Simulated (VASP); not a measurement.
# BN (zincblende type) (F-43m) in VASP: single point with PBE

Aim: the single point of BN (zincblende type) with PBE.

Program: VASP 6.6.1. These are calculated values, not measurements. Logs are shortened: lines on timing, memory, paths and dates and some standing lists are left out, and cuts for length are marked.

## 1. The cell of the first run

Symmetry: F-43m, No. 216, cubic system. The conventional cell has a = 3.625 Å, b = 3.625 Å, c = 3.625 Å, α = 90.00°, β = 90.00°, γ = 90.00°. Within 2.1 Å of B (site symmetry -43m) lie 4 N at 1.57 Å. Within 2.1 Å of N (site symmetry -43m) lie 4 B at 1.57 Å.

## 2. Single point, PBE

INCAR reads:

```
  PREC = Accurate
  ENCUT = 600
  EDIFF = 1E-6
  ISMEAR = -1
  SIGMA = 0.02
  LREAL = F
  LASPH = T
  NELM = 120
  ALGO = Normal
  ISIF = 2
  LWAVE = F
  LCHARG = T
  GGA = PE
  LELF = T
  LVHAR = T
  NBANDS = 11
  GGA_COMPAT = F
```

KPOINTS reads:

```
Automatic mesh
0
Gamma
  13 13 13
```

POSCAR reads:

```
BN
1.0
    0.0000000000      1.8123558155      1.8123558155
    1.8123558155      0.0000000000      1.8123558155
    1.8123558155      1.8123558155      0.0000000000
B N
1 1
Direct
    0.0000000000      0.0000000000      0.0000000000
    0.2500000000      0.2500000000      0.2500000000
```

Potentials or basis: VASP PAW PBE potentials, release 64 (B, N).

On the command line:

```bash
cat potpaw_PBE.64/B/POTCAR potpaw_PBE.64/N/POTCAR > POTCAR
mpirun -np 1 vasp_std > vasp.out
```

OUTCAR:

```text
PREC = Accurate
   ENCUT = 600
   EDIFF = 1E-6
   ISMEAR = -1
   LREAL = F
   LASPH = T
   NELM = 120
   ISIF = 2
   GGA = PE

 ion  position               nearest neighbor table
   1  0.000  0.000  0.000-   2 1.57   2 1.57   2 1.57   2 1.57
   2  0.250  0.250  0.250-   1 1.57   1 1.57   1 1.57   1 1.57

  LATTYP: Found a face centered cubic cell.
 ALAT       =     3.6247116310

  Lattice vectors:

 A1 = (   0.0000000000,   1.8123558155,   1.8123558155)
 A2 = (   1.8123558155,   0.0000000000,   1.8123558155)
 A3 = (   1.8123558155,   1.8123558155,   0.0000000000)

Analysis of symmetry for initial positions (statically):
=====================================================================
 Subroutine PRICEL returns:
 Original cell was already a primitive cell.

 Routine SETGRP: Setting up the symmetry group for a
 face centered cubic supercell.

 Subroutine GETGRP returns: Found 24 space group operations
 (whereof 24 operations were pure point group operations)
 out of a pool of 48 trial point group operations.

The static configuration has the point symmetry T_d .

Analysis of symmetry for dynamics (positions and initial velocities):
=====================================================================
 Subroutine PRICEL returns:
 Original cell was already a primitive cell.

 Routine SETGRP: Setting up the symmetry group for a
 face centered cubic supercell.

 Subroutine GETGRP returns: Found 24 space group operations
 (whereof 24 operations were pure point group operations)
 out of a pool of 48 trial point group operations.

The dynamic configuration has the point symmetry T_d .

 Subroutine INISYM returns: Found 24 space group operations
 (whereof 24 operations are pure point group operations),
 and found     1 'primitive' translations

----------------------------------------------------------------------------------------

                                     Primitive cell

  volume of cell :      11.9058

  direct lattice vectors                    reciprocal lattice vectors
     0.000000000  1.812355815  1.812355815    -0.275884016  0.275884016  0.275884016
     1.812355815  0.000000000  1.812355815     0.275884016 -0.275884016  0.275884016
     1.812355815  1.812355815  0.000000000     0.275884016  0.275884016 -0.275884016

  length of vectors
     2.563058174  2.563058174  2.563058174     0.477845132  0.477845132  0.477845132

  position of ions in fractional coordinates (direct lattice)
     0.000000000  0.000000000  0.000000000
     0.250000000  0.250000000  0.250000000

  ion indices of the primitive-cell ions
   primitive index   ion index
                 1           1
                 2           2

----------------------------------------------------------------------------------------

 KPOINTS: Automatic mesh

Automatic generation of k-mesh.
 Grid dimensions read from file:
 generate k-points for:   13   13   13

 Generating k-lattice:

  Cartesian coordinates                     Fractional coordinates (reciprocal lattice)
    -0.021221847  0.021221847  0.021221847     0.076923077  0.000000000  0.000000000
     0.021221847 -0.021221847  0.021221847     0.000000000  0.076923077  0.000000000
     0.021221847  0.021221847 -0.021221847     0.000000000  0.000000000  0.076923077

  Length of vectors
     0.036757318  0.036757318  0.036757318

  Shift w.r.t. Gamma in fractional coordinates (k-lattice)
     0.000000000  0.000000000  0.000000000

 Subroutine IBZKPT returns following result:
 ===========================================

 Found     84 irreducible k-points:

 Following reciprocal coordinates:
            Coordinates               Weight
  0.000000  0.000000  0.000000      1.000000
  0.076923  0.000000  0.000000      8.000000
  0.153846  0.000000  0.000000      8.000000
  0.230769  0.000000  0.000000      8.000000
  0.307692  0.000000  0.000000      8.000000
  0.384615  0.000000  0.000000      8.000000
[... 16 lines left out ...]
  0.384615  0.153846  0.000000     24.000000
  0.461538  0.153846  0.000000     24.000000
 [... further k-points ...]
   k-points           NKPTS =     84   k-points in BZ     NKDIM =     84   number of bands    NBANDS=     11
   number of dos      NEDOS =    301   number of ions     NIONS =      2
   total plane-waves  NPLWV =   8000
   dimension x,y,z NGX =    20 NGY =   20 NGZ =   20
   dimension x,y,z NGXF=    40 NGYF=   40 NGZF=   40
   ions per type =               1   1
   NGX,Y,Z   is equivalent  to a cutoff of  12.97, 12.97, 12.97 a.u.
   NGXF,Y,Z  is equivalent  to a cutoff of  25.94, 25.94, 25.94 a.u.
 SYSTEM =  unknown system
   PREC   = accura    normal or accurate (medium, high low for compatibility)
   ISTART =      0    job   : 0-new  1-cont  2-samecut
   ICHARG =      2    charge: 1-file 2-atom 10-const
   ISPIN  =      1    spin polarized calculation?
   LNONCOLLINEAR =      F non collinear calculations
   LSORBIT =      F    spin-orbit coupling
   LASPH  =      T    aspherical Exc in radial PAW
   ENCUT  =  600.0 eV  44.10 Ry    6.64 a.u.   5.12  5.12  5.12*2*pi/ulx,y,z
   NELM   =    120;   NELMIN=  2; NELMDL= -5     # of ELM steps
   EDIFF  = 0.1E-05   stopping-criterion for ELM
   LREAL  =      F    real-space projection
   EDIFFG = 0.1E-04   stopping-criterion for IOM
   NSW    =      0    number of steps for IOM
   IBRION =     -1    ionic relax: 0-MD 1-quasi-New 2-CG
   NFREE  =      0    steps in history (QN), initial steepest desc. (CG)
   ISIF   =      2    stress and relaxation
   ISYM   =      2    0-nonsym 1-usesym 2-fastsym
   POTIM  = 0.5000    time-step for ionic-motion
   TEBEG  =    0.0;   TEEND  =   0.0 temperature during run
   PSTRESS=    0.0 pullay stress
   NELECT =       8.0000    total number of electrons
   NUPDOWN=      -1.0000    fix difference up-down
   EMIN   =  10.00;   EMAX   =-10.00  energy-range for DOS
   EFERMI =   0.00;   METHOD = LEGACY
   ISMEAR =    -1;   SIGMA  =   0.02  broadening in eV -4-tet -1-fermi 0-gaus
   EFERMI_NEDOS =   21; number of points for ismear=-14 and -15
   IALGO  =     38    algorithm
   IMIX   =      4    mixing-type and parameters
     AMIX     =   0.40;   BMIX     =  1.00
     AMIX_MAG =   1.60;   BMIX_MAG =  1.00
  volume/ion in A,a.u.               =       5.95        40.17
  Fermi-wavevector in a.u.,A,eV,Ry     =   1.433897  2.709673 27.974412  2.056061
  Thomas-Fermi vector in A             =   2.553365
   LORBIT       =      0    0 simple, 1 ext, 2 COOP (PROOUT), +10 PAW based schemes
   GGA     = PE    functional components
   LHFCALC =     F    Hartree Fock is set to
   AEXX    =    0.0000 exact exchange contribution
   IVDW    =     0    specifies the selected vdW correction
   LEPSILON=     F    determine dielectric tensor
   LRPA    =     F    only Hartree local field effects (RPA)
 non-spin polarized calculation
  energy-cutoff  :      600.00
  volume of cell :       11.91
 maximum number of plane-waves:       411
   NGX = 11   NGY = 11   NGZ = 11

 number of electron       7.9999999 magnetization

 Free energy of the ion-electron system (eV)
  ---------------------------------------------------
  ext. energy  EPLUGINS =         0.00000000
  ---------------------------------------------------
  free energy    TOTEN  =       -17.45462111 eV

  energy without entropy =      -17.45462111  energy(sigma->0) =      -17.45462111

 E-fermi :   7.8291     XC(G=0): -12.7825

 val. band max:        7.3037244011   @ k =   0.0000   0.0000   0.0000
 cond. band min:      11.8283916130   @ k =   0.4615   0.4615   0.0000
 fundamental gap:      4.5246672119
 Fermi energy:         7.8291478399

 k-point     1 :       0.0000    0.0000    0.0000
  band No.  band energies     occupation
      1     -12.8358      2.00000
      2       7.3037      2.00000
      3       7.3037      2.00000
      4       7.3037      2.00000
      5      16.0852      0.00000
      6      16.0852      0.00000
      7      16.0852      0.00000
      8      17.5231      0.00000
      9      31.9052      0.00000
     10      34.9722      0.00000
     11      34.9722      0.00000

 k-point     2 :       0.0769    0.0000    0.0000
  band No.  band energies     occupation
      1     -12.6927      2.00000
      2       6.5211      2.00000
      3       7.1499      2.00000
      4       7.1499      2.00000
      5      16.2605      0.00000
      6      16.3189      0.00000
      7      16.3189      0.00000
      8      18.0119      0.00000
      9      31.7470      0.00000
     10      32.9372      0.00000
     11      32.9372      0.00000

 k-point     3 :       0.1538    0.0000    0.0000
  band No.  band energies     occupation
      1     -12.2678      2.00000
      2       4.6684      2.00000
      3       6.7649      2.00000
      4       6.7649      2.00000
      5      16.5339      0.00000
      6      16.8834      0.00000
      7      16.8834      0.00000
      8      19.2075      0.00000
      9      31.2868      0.00000
     10      31.4003      0.00000
     11      31.4003      0.00000

 k-point     4 :       0.2308    0.0000    0.0000
  band No.  band energies     occupation
      1     -11.5776      2.00000
      2       2.4283      2.00000
      3       6.2988      2.00000
      4       6.2988      2.00000
      5      16.8014      0.00000
      6      17.4751      0.00000
      7      17.4751      0.00000
      8      20.4855      0.00000
      9      30.7565      0.00000
     10      30.8108      0.00000
     11      30.8108      0.00000

 k-point     5 :       0.3077    0.0000    0.0000
  band No.  band energies     occupation
      1     -10.6625      2.00000
      2       0.1864      2.00000
      3       5.8741      2.00000
      4       5.8741      2.00000
      5      17.0469      0.00000
      6      17.8447      0.00000
      7      17.8447      0.00000
      8      21.4884      0.00000
      9      30.4521      0.00000
     10      31.2572      0.00000
     11      31.2572      0.00000
[... 211 lines left out ...]
 k-point    21 :       0.2308    0.1538    0.0000
  band No.  band energies     occupation
      1     -11.5726      2.00000
      2       3.8412      2.00000
      3       5.2081      2.00000
      4       5.5936      2.00000
      5      15.0856      0.00000
      6      18.8020      0.00000
      7      19.1012      0.00000
      8      19.5822      0.00000
      9      26.1982      0.00000
     10      33.6255      0.00000
     11      35.3015      0.00000

 k-point    22 :       0.3077    0.1538    0.0000
  band No.  band energies     occupation
      1     -10.8172      2.00000
      2       1.8062      2.00000
      3       4.7759      2.00000
      4       5.1777      2.00000
      5      15.4424      0.00000
      6      19.1666      0.00000
      7      19.6928      0.00000
      8      20.0557      0.00000
      9      26.5865      0.00000
     10      33.5238      0.00000
     11      34.9248      0.00000

 k-point    23 :       0.3846    0.1538    0.0000
  band No.  band energies     occupation
      1      -9.8716      2.00000
      2      -0.2076      2.00000
      3       4.5313      2.00000
      4       4.6119      2.00000
      5      15.8430      0.00000
      6      19.3554      0.00000
      7      19.8892      0.00000
      8      20.7759      0.00000
      9      27.4602      0.00000
     10      33.3048      0.00000
     11      35.2150      0.00000

 k-point    24 :       0.4615    0.1538    0.0000
  band No.  band energies     occupation
      1      -8.8925      2.00000
      2      -1.9045      2.00000
      3       4.0604      2.00000
      4       4.4977      2.00000
      5      16.1608      0.00000
      6      19.3346      0.00000
      7      19.7618      0.00000
      8      21.8929      0.00000
      9      28.0741      0.00000
     10      33.3926      0.00000
     11      35.2330      0.00000

 [... further k-points ...]

------------------------ aborting loop because EDIFF is reached ----------------------------------------

  FORCE on cell =-STRESS in cart. coord.  units (eV):
  Direction    XX          YY          ZZ          XY          YZ          ZX
  --------------------------------------------------------------------------------------
  -------------------------------------------------------------------------------------
  Total       -0.0028354     -0.0028354     -0.0028354     -0.0000000      0.0000000      0.0000000
  in kB       -0.3815609     -0.3815609     -0.3815609     -0.0000000      0.0000000      0.0000000
  external PRESSURE =      -0.3815609 kB  Pullay stress =       0.0000000 kB

 VOLUME and BASIS-vectors are now :
 -----------------------------------------------------------------------------
  energy-cutoff  :      600.00
  volume of cell :       11.91
      direct lattice vectors                 reciprocal lattice vectors
     0.000000000  1.812355815  1.812355815    -0.275884016  0.275884016  0.275884016
     1.812355815  0.000000000  1.812355815     0.275884016 -0.275884016  0.275884016
     1.812355815  1.812355815  0.000000000     0.275884016  0.275884016 -0.275884016

 POSITION                                       TOTAL-FORCE (eV/Angst)
 -----------------------------------------------------------------------------------
      0.00000      0.00000      0.00000        -0.000000     -0.000000     -0.000000
      0.90618      0.90618      0.90618         0.000000      0.000000      0.000000
 -----------------------------------------------------------------------------------
    total drift:                                0.000000      0.000000      0.000000

  FREE ENERGIE OF THE ION-ELECTRON SYSTEM (eV)
  ---------------------------------------------------
  free  energy   TOTEN  =       -17.4546211076 eV

  energy  without entropy=      -17.4546211076  energy(sigma->0) =      -17.45462111
```

Wall time 12 s (1 thread of Intel Xeon 8259CL, shared host); peak memory 0.12 GiB.

What came out:

- Free energy: -17.4546 eV
- Pressure: 0.0 GPa
- Band gap on the k mesh: 4.52 eV (least direct gap 8.78 eV)

Caveat: an odd mesh through Γ misses points on the zone boundary, where band edges can lie.
